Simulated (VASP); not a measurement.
Here is a VASP 6.6.1 calculation.

The input INCAR:

```
PREC = Accurate
ENCUT = 520
EDIFF = 1E-6
ISMEAR = 0
SIGMA = 0.01
LREAL = False
LASPH = True
NELM = 80
ALGO = Normal
ISIF = 2
LWAVE = False
LCHARG = False
GGA = PE
NBANDS = 11
```

Contents of KPOINTS:

```
Automatic mesh
0
Gamma
  4 4 4
```

POSCAR

```
Si
1.0
    0.0000000000      2.7350468771      2.7350468771
    2.7350468771      0.0000000000      2.7350468771
    2.7350468771      2.7350468771      0.0000000000
Si
2
Direct
    0.7500000000      0.7500000000      0.7500000000
    0.5000000000      0.5000000000      0.5000000000
```

Potentials or basis: VASP PAW PBE potentials, release 64 (Si).

Run with:

```console
$ cat potpaw_PBE.64/Si/POTCAR > POTCAR
$ mpirun -np 1 vasp_std > vasp.out
```

Q: Predict the band gap on the k mesh.

A: 0.74 eV, indirect (least direct gap 2.54 eV).

Q: What does it give for the pressure?

A: 0.5 GPa.

Caveat: the k points lie up to 0.50 Å⁻¹ apart. As with any semilocal functional, this PBE gap is likely too small.
